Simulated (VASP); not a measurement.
# Sr (P6_3/mmc) in VASP: notebook

The runs below take Sr through single point, with revPBE, PBE.

Program: VASP 6.6.1. These are calculated values, not measurements. Logs are shortened: lines on timing, memory, paths and dates and some standing lists are left out, and cuts for length are marked.

## (1) The cell of the first run

Symmetry: P6_3/mmc, No. 194, hexagonal system. Conventional cell: a = 4.310 Å, b = 4.310 Å, c = 7.050 Å, α = 90.00°, β = 90.00°, γ = 120.00°. Within 5.7 Å of Sr (site symmetry -6m2) lie 12 Sr at 4.31 Å.

This isn't the form of Sr at room conditions, which is fcc.

## (2) Single point, revPBE

Contents of INCAR:

```
  PREC = Accurate
  ENCUT = 500
  EDIFF = 1E-6
  ISMEAR = 0
  SIGMA = 0.1
  LREAL = F
  LASPH = T
  NELM = 120
  ALGO = Normal
  ISIF = 2
  LWAVE = F
  LCHARG = F
  GGA = RE
  NBANDS = 17
  ISYM = 0
  GGA_COMPAT = F
```

Contents of KPOINTS:

```
Automatic mesh
0
Gamma
  2 4 3
```

Contents of POSCAR:

```
Sr
1.0
    4.3100002207      0.0000000000      0.0000000000
   -2.1550001104      3.7325696814      0.0000000000
    0.0000000000      0.0000000000      7.0500000000
Sr
2
Direct
    0.3333333333      0.6666666667      0.2500000000
    0.6666666667      0.3333333333      0.7500000000
```

Potentials or basis: VASP PAW PBE potentials, release 64 (Sr_sv).

Command:

```bash
> cat potpaw_PBE.64/Sr_sv/POTCAR > POTCAR
> mpirun -np 1 vasp_std > vasp.out
```

OUTCAR:

```text
PREC = Accurate
   ENCUT = 500
   EDIFF = 1E-6
   ISMEAR = 0
   LREAL = F
   LASPH = T
   NELM = 120
   ISIF = 2
   GGA = RE
   ISYM = 0

 ion  position               nearest neighbor table
   1  0.333  0.667  0.250-   2 4.31   2 4.31   2 4.31   2 4.31   2 4.31   2 4.31
   2  0.667  0.333  0.750-   1 4.31   1 4.31   1 4.31   1 4.31   1 4.31   1 4.31

IMPORTANT INFORMATION: All symmetrisations will be switched off!
NOSYMM: (Re-)initialisation of all symmetry stuff for point group C_1.

----------------------------------------------------------------------------------------

                                     Primitive cell

  volume of cell :     113.4160

  direct lattice vectors                    reciprocal lattice vectors
     4.310000221  0.000000000  0.000000000     0.232018550  0.133955972  0.000000000
    -2.155000110  3.732569681  0.000000000     0.000000000  0.267911944  0.000000000
     0.000000000  0.000000000  7.050000000     0.000000000  0.000000000  0.141843972

  length of vectors
     4.310000221  4.310000221  7.050000000     0.267911944  0.267911944  0.141843972

  position of ions in fractional coordinates (direct lattice)
     0.333333333  0.666666667  0.250000000
     0.666666667  0.333333333  0.750000000

  ion indices of the primitive-cell ions
   primitive index   ion index
                 1           1
                 2           2

----------------------------------------------------------------------------------------

 KPOINTS: Automatic mesh

Automatic generation of k-mesh.
 Grid dimensions read from file:
 generate k-points for:    2    4    3

 Generating k-lattice:

  Cartesian coordinates                     Fractional coordinates (reciprocal lattice)
     0.116009275  0.066977986  0.000000000     0.500000000  0.000000000  0.000000000
     0.000000000  0.066977986  0.000000000     0.000000000  0.250000000  0.000000000
     0.000000000  0.000000000  0.047281324     0.000000000  0.000000000  0.333333333

  Length of vectors
     0.133955972  0.066977986  0.047281324

  Shift w.r.t. Gamma in fractional coordinates (k-lattice)
     0.000000000  0.000000000  0.000000000

 -----------------------------------------------------------------------------
|                                                                             |
|           W    W    AA    RRRRR   N    N  II  N    N   GGGG   !!!           |
|           W    W   A  A   R    R  NN   N  II  NN   N  G    G  !!!           |
|           W    W  A    A  R    R  N N  N  II  N N  N  G       !!!           |
|           W WW W  AAAAAA  RRRRR   N  N N  II  N  N N  G  GGG   !            |
|           WW  WW  A    A  R   R   N   NN  II  N   NN  G    G                |
|           W    W  A    A  R    R  N    N  II  N    N   GGGG   !!!           |
|                                                                             |
|     Your reciprocal lattice and k-lattice belong to different lattice       |
|     classes:                                                                |
|                                                                             |
|        The reciprocal lattice is hexagonal,                                 |
|        whereas your k-lattice is simple orthorhombic.                       |
|                                                                             |
|     Results are often still useful ...                                      |
|                                                                             |
 -----------------------------------------------------------------------------

 WARNING: IBZKPT: internal override: KBLOWUP is changed to .FALSE.
      ... skipping the blow-up phase ...

 Subroutine IBZKPT returns following result:
 ===========================================

 Found     14 irreducible k-points:

 Following reciprocal coordinates:
            Coordinates               Weight
  0.000000  0.000000  0.000000      1.000000
  0.500000 -0.000000  0.000000      1.000000
  0.000000  0.250000  0.000000      2.000000
  0.500000  0.250000  0.000000      2.000000
  0.000000  0.500000  0.000000      1.000000
  0.500000  0.500000  0.000000      1.000000
  0.000000  0.000000  0.333333      2.000000
  0.500000 -0.000000  0.333333      2.000000
  0.000000  0.250000  0.333333      2.000000
  0.500000  0.250000  0.333333      2.000000
  0.000000  0.500000  0.333333      2.000000
  0.500000  0.500000  0.333333      2.000000
  0.000000 -0.250000  0.333333      2.000000
  0.500000 -0.250000  0.333333      2.000000
   k-points           NKPTS =     14   k-points in BZ     NKDIM =     14   number of bands    NBANDS=     17
   number of dos      NEDOS =    301   number of ions     NIONS =      2
   total plane-waves  NPLWV =  55296
   dimension x,y,z NGX =    32 NGY =   32 NGZ =   54
   dimension x,y,z NGXF=    64 NGYF=   64 NGZF=  108
   ions per type =               2
   NGX,Y,Z   is equivalent  to a cutoff of  12.34, 12.34, 12.73 a.u.
   NGXF,Y,Z  is equivalent  to a cutoff of  24.69, 24.69, 25.47 a.u.
 SYSTEM =  unknown system
   PREC   = accura    normal or accurate (medium, high low for compatibility)
   ISTART =      0    job   : 0-new  1-cont  2-samecut
   ICHARG =      2    charge: 1-file 2-atom 10-const
   ISPIN  =      1    spin polarized calculation?
   LNONCOLLINEAR =      F non collinear calculations
   LSORBIT =      F    spin-orbit coupling
   LASPH  =      T    aspherical Exc in radial PAW
   ENCUT  =  500.0 eV  36.75 Ry    6.06 a.u.   7.86  7.86 12.85*2*pi/ulx,y,z
   NELM   =    120;   NELMIN=  2; NELMDL= -5     # of ELM steps
   EDIFF  = 0.1E-05   stopping-criterion for ELM
   LREAL  =      F    real-space projection
   EDIFFG = 0.1E-04   stopping-criterion for IOM
   NSW    =      0    number of steps for IOM
   IBRION =     -1    ionic relax: 0-MD 1-quasi-New 2-CG
   NFREE  =      0    steps in history (QN), initial steepest desc. (CG)
   ISIF   =      2    stress and relaxation
   ISYM   =      0    0-nonsym 1-usesym 2-fastsym
   POTIM  = 0.5000    time-step for ionic-motion
   TEBEG  =    0.0;   TEEND  =   0.0 temperature during run
   PSTRESS=    0.0 pullay stress
   NELECT =      20.0000    total number of electrons
   NUPDOWN=      -1.0000    fix difference up-down
   EMIN   =  10.00;   EMAX   =-10.00  energy-range for DOS
   EFERMI =   0.00;   METHOD = LEGACY
   ISMEAR =     0;   SIGMA  =   0.10  broadening in eV -4-tet -1-fermi 0-gaus
   EFERMI_NEDOS =   21; number of points for ismear=-14 and -15
   IALGO  =     38    algorithm
   IMIX   =      4    mixing-type and parameters
     AMIX     =   0.40;   BMIX     =  1.00
     AMIX_MAG =   1.60;   BMIX_MAG =  1.00
  volume/ion in A,a.u.               =      56.71       382.68
  Fermi-wavevector in a.u.,A,eV,Ry     =   0.918037  1.734838 11.466873  0.842791
  Thomas-Fermi vector in A             =   2.043073
   LORBIT       =      0    0 simple, 1 ext, 2 COOP (PROOUT), +10 PAW based schemes
   GGA     = RE    functional components
   LHFCALC =     F    Hartree Fock is set to
   AEXX    =    0.0000 exact exchange contribution
   IVDW    =     0    specifies the selected vdW correction
   LEPSILON=     F    determine dielectric tensor
   LRPA    =     F    only Hartree local field effects (RPA)
 non-spin polarized calculation
 Gauss-broadening in eV      SIGMA  =   0.10
  energy-cutoff  :      500.00
  volume of cell :      113.42
 maximum number of plane-waves:      2898
 NGX is ok and might be reduce to    32
   NGX = 15   NGY = 15   NGZ = 25

 number of electron      20.0000000 magnetization

 Free energy of the ion-electron system (eV)
  ---------------------------------------------------
  ext. energy  EPLUGINS =         0.00000000
  ---------------------------------------------------
  free energy    TOTEN  =        -2.98485772 eV

  energy without entropy =       -2.97328695  energy(sigma->0) =       -2.97907233

 E-fermi :   1.5593     XC(G=0):  -7.1709

 val. band max:        1.5579993603   @ k =   0.0000   0.0000   0.0000
 cond. band min:       1.6570802661   @ k =   0.0000   0.5000   0.0000
 fundamental gap:      0.0990809058
 Fermi energy:         1.5592786304

 k-point     1 :       0.0000    0.0000    0.0000
  band No.  band energies     occupation
      1     -35.1428      2.00000
      2     -35.1310      2.00000
      3     -17.2141      2.00000
      4     -17.0747      2.00000
      5     -17.0510      2.00000
      6     -17.0457      2.00000
[... 9 lines left out ...]
     16       4.2704      0.00000
     17       4.7639      0.00000

 k-point     2 :       0.5000   -0.0000    0.0000
  band No.  band energies     occupation
      1     -35.1309      2.00000
      2     -35.1270      2.00000
      3     -17.1874      2.00000
      4     -17.1626      2.00000
      5     -17.1384      2.00000
      6     -17.1040      2.00000
[... 9 lines left out ...]
     16       5.7897      0.00000
     17       6.3266      0.00000

 k-point     3 :       0.0000    0.2500    0.0000
  band No.  band energies     occupation
      1     -35.1373      2.00000
      2     -35.1285      2.00000
      3     -17.1831      2.00000
      4     -17.1408      2.00000
      5     -17.1178      2.00000
      6     -17.0660      2.00000
[... 9 lines left out ...]
     16       4.6362      0.00000
     17       4.6379      0.00000

 k-point     4 :       0.5000    0.2500    0.0000
  band No.  band energies     occupation
      1     -35.1309      2.00000
      2     -35.1270      2.00000
      3     -17.1544      2.00000
      4     -17.1420      2.00000
      5     -17.1389      2.00000
      6     -17.1238      2.00000
[... 9 lines left out ...]
     16       5.0849      0.00000
     17       5.2337      0.00000

 k-point     5 :       0.0000    0.5000    0.0000
  band No.  band energies     occupation
      1     -35.1308      2.00000
      2     -35.1270      2.00000
      3     -17.2076      2.00000
      4     -17.1812      2.00000
      5     -17.1383      2.00000
      6     -17.0852      2.00000
[... 9 lines left out ...]
     16       5.7916      0.00000
     17       6.3344      0.00000

 k-point     6 :       0.5000    0.5000    0.0000
  band No.  band energies     occupation
      1     -35.1309      2.00000
      2     -35.1270      2.00000
      3     -17.1874      2.00000
      4     -17.1626      2.00000
      5     -17.1384      2.00000
      6     -17.1040      2.00000
[... 9 lines left out ...]
     16       5.7897      0.00000
     17       6.3594      0.00000

 k-point     7 :       0.0000    0.0000    0.3333
  band No.  band energies     occupation
      1     -35.1398      2.00000
      2     -35.1339      2.00000
      3     -17.1721      2.00000
      4     -17.0863      2.00000
      5     -17.0688      2.00000
      6     -17.0569      2.00000
[... 9 lines left out ...]
     16       4.0134      0.00000
     17       5.2945      0.00000

 k-point     8 :       0.5000   -0.0000    0.3333
  band No.  band energies     occupation
      1     -35.1299      2.00000
      2     -35.1280      2.00000
      3     -17.2015      2.00000
      4     -17.1861      2.00000
      5     -17.1044      2.00000
      6     -17.0970      2.00000
[... 9 lines left out ...]
     16       5.0782      0.00000
     17       5.7026      0.00000

 k-point     9 :       0.0000    0.2500    0.3333
  band No.  band energies     occupation
      1     -35.1351      2.00000
      2     -35.1307      2.00000
      3     -17.1733      2.00000
      4     -17.1408      2.00000
      5     -17.1123      2.00000
      6     -17.0716      2.00000
[... 9 lines left out ...]
     16       4.5191      0.00000
     17       5.0835      0.00000

 k-point    10 :       0.5000    0.2500    0.3333
  band No.  band energies     occupation
      1     -35.1299      2.00000
      2     -35.1279      2.00000
      3     -17.1728      2.00000
      4     -17.1626      2.00000
      5     -17.1330      2.00000
      6     -17.1135      2.00000
[... 9 lines left out ...]
     16       4.7950      0.00000
     17       5.5620      0.00000

 k-point    11 :       0.0000    0.5000    0.3333
  band No.  band energies     occupation
      1     -35.1299      2.00000
      2     -35.1280      2.00000
      3     -17.2180      2.00000
      4     -17.2029      2.00000
      5     -17.1071      2.00000
      6     -17.0813      2.00000
[... 9 lines left out ...]
     16       5.0894      0.00000
     17       5.7002      0.00000

 k-point    12 :       0.5000    0.5000    0.3333
  band No.  band energies     occupation
      1     -35.1299      2.00000
      2     -35.1280      2.00000
      3     -17.2015      2.00000
      4     -17.1861      2.00000
      5     -17.1044      2.00000
      6     -17.0970      2.00000
[... 9 lines left out ...]
     16       5.0782      0.00000
     17       5.7026      0.00000

 k-point    13 :       0.0000   -0.2500    0.3333
  band No.  band energies     occupation
      1     -35.1351      2.00000
      2     -35.1307      2.00000
      3     -17.1733      2.00000
      4     -17.1408      2.00000
      5     -17.1123      2.00000
      6     -17.0716      2.00000
[... 9 lines left out ...]
     16       4.5191      0.00000
     17       5.0809      0.00000

 k-point    14 :       0.5000   -0.2500    0.3333
  band No.  band energies     occupation
      1     -35.1299      2.00000
      2     -35.1279      2.00000
      3     -17.1728      2.00000
      4     -17.1626      2.00000
      5     -17.1330      2.00000
      6     -17.1135      2.00000
[... 9 lines left out ...]
     16       4.7950      0.00000
     17       5.5633      0.00000

------------------------ aborting loop because EDIFF is reached ----------------------------------------

  FORCE on cell =-STRESS in cart. coord.  units (eV):
  Direction    XX          YY          ZZ          XY          YZ          ZX
  --------------------------------------------------------------------------------------
  -------------------------------------------------------------------------------------
  Total        0.3791951     -0.4762991     -0.0353424      0.0000041      0.0000003     -0.0000001
  in kB        5.3567200     -6.7284656     -0.4992669      0.0000576      0.0000037     -0.0000012
  external PRESSURE =      -0.6236708 kB  Pullay stress =       0.0000000 kB

 VOLUME and BASIS-vectors are now :
 -----------------------------------------------------------------------------
  energy-cutoff  :      500.00
  volume of cell :      113.42
      direct lattice vectors                 reciprocal lattice vectors
     4.310000221  0.000000000  0.000000000     0.232018550  0.133955972  0.000000000
    -2.155000110  3.732569681  0.000000000     0.000000000  0.267911944  0.000000000
     0.000000000  0.000000000  7.050000000     0.000000000  0.000000000  0.141843972

 POSITION                                       TOTAL-FORCE (eV/Angst)
 -----------------------------------------------------------------------------------
     -0.00000      2.48838      1.76250        -0.000003     -0.025764     -0.000003
      2.15500      1.24419      5.28750         0.000003      0.025764      0.000003
 -----------------------------------------------------------------------------------
    total drift:                                0.000010      0.000002      0.000002

  FREE ENERGIE OF THE ION-ELECTRON SYSTEM (eV)
  ---------------------------------------------------
  free  energy   TOTEN  =        -2.9848577192 eV

  energy  without entropy=       -2.9732869500  energy(sigma->0) =       -2.97907233
```

Wall time 14 s (1 thread of AMD EPYC 9R45 (Zen 5), shared host); peak memory 0.18 GiB.

What came out:

- Free energy: -2.9849 eV
- Pressure: -0.1 GPa
- Largest force: 0.026 eV/Å
- Band gap on the k mesh: zero (bands 10 and 11 overlap by 0.21 eV)

Forces in eV/Å, atoms in the order of the input:
```
Sr   0.000 -0.026  0.000
Sr   0.000  0.026  0.000
```

Stress tensor (GPa, compression positive):
```
 0.54  0.00  0.00
 0.00 -0.67  0.00
 0.00  0.00 -0.05
```

Caveat: the k points lie up to 0.73 Å⁻¹ apart; the PAW data sets were made with another functional, which shifts forces and pressure a little.

[end of part 1 of 2]
